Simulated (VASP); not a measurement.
Input of a VASP 6.6.1 run:

The input INCAR:

```
PREC = Accurate
ENCUT = 500
EDIFF = 1E-6
ISMEAR = -1
SIGMA = 0.05
LREAL = False
LASPH = True
NELM = 200
ALGO = Normal
ISIF = 2
LWAVE = False
LCHARG = True
LNONCOLLINEAR = True
MAGMOM = 0 0 0 0 0 0
LORBIT = 11
LSORBIT = True
GGA_COMPAT = False
LORBMOM = True
LMAXMIX = 4
GGA = PS
LVHAR = True
NBANDS = 36
```

File KPOINTS:

```
regular mesh
0
Gamma
  9 9 5
```

File POSCAR:

```
Zr
1.0
    3.2320000000      0.0000000000      0.0000000000
   -1.6160000000      2.7989941050      0.0000000000
    0.0000000000      0.0000000000      5.1470000000
Zr
2
Direct
    0.6666666667      0.3333333333      0.7500000000
    0.3333333333      0.6666666667      0.2500000000
```

Potentials or basis: VASP PAW PBE potentials, release 64 (Zr_sv).

Run with:

```console
$ cat potpaw_PBE.64/Zr_sv/POTCAR > POTCAR
$ mpirun -np 1 vasp_ncl > vasp.out
```

Predict the net moment.

0.00 μB per cell.

What does it give for the pressure?

-3.2 GPa.

Stress tensor (GPa, compression positive):
```
-3.52  0.00  0.00
 0.00 -3.52  0.00
 0.00  0.00 -2.66
```

Caveat: the cell stands under tension; the PAW data sets were made with another functional, which shifts forces and pressure a little.
